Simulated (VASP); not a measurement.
Input of a VASP 6.6.1 run:

The input POSCAR:

```
InAs
1.0
    0.0000000000      3.8951858583      3.8951858583
    3.8951858583      0.0000000000      3.8951858583
    3.8951858583      3.8951858583      0.0000000000
In As
2 2
Direct
    0.5000000000      0.5000000000      0.5000000000
    0.7500000000      0.7500000000      0.7500000000
    0.0000000000      0.0000000000      0.0000000000
    0.2500000000      0.2500000000      0.2500000000
```

File INCAR.step1:

```
SYSTEM = InAs
PREC = Accurate
ENCUT = 600
ISMEAR = 0
SIGMA = 0.1
LREAL = .FALSE.
LASPH = .TRUE.
NELM = 80
GGA = PE
ALGO = Normal
EDIFF = 1E-4
LWAVE = .TRUE.
LCHARG = .FALSE.
```

INCAR.step2

```
SYSTEM = InAs
PREC = Accurate
ENCUT = 600
EDIFF = 1E-6
ISMEAR = 0
SIGMA = 0.1
LREAL = .FALSE.
LASPH = .TRUE.
NELM = 80
ALGO = Normal
ISIF = 3
LWAVE = .FALSE.
LCHARG = .FALSE.
METAGGA = R2SCAN
LMIXTAU = .TRUE.
IBRION = 2
NSW = 90
EDIFFG = -0.04
ISTART = 1
```

File KPOINTS:

```
regular mesh
0
G
  4 4 4
  0 0 0
```

Potentials or basis: VASP PAW PBE potentials, release 64 (In_d, As).

The run is started by

```bash
$ cat potpaw_PBE.64/In_d/POTCAR potpaw_PBE.64/As/POTCAR > POTCAR
$ cp INCAR.step1 INCAR
$ mpirun -np 1 vasp_std > vasp.out
$ cp INCAR.step2 INCAR
$ mpirun -np 1 vasp_std > vasp.out
```

(1) Estimate the space group after relaxing (to 0.1 Å).

(2) What does it give for the relaxed volume?

(3) Predict the relaxed cell.

(4) What does it give for the band gap on the k mesh?

Answers

(1) Fd-3m (No. 227).

(2) 22.14 Å³/atom.

(3) a = 5.003 Å, b = 5.003 Å, c = 5.003 Å, α = 60.00°, β = 60.00°, γ = 60.00°.

(4) zero (bands 18 and 19 overlap by 3.26 eV).

Caveat: the volume moved by over 15 % at a fixed basis, so the end points are rough; the PAW data sets were made with another functional, which shifts forces and pressure a little; spin-orbit coupling is left out, which moves the levels of the heavy elements.
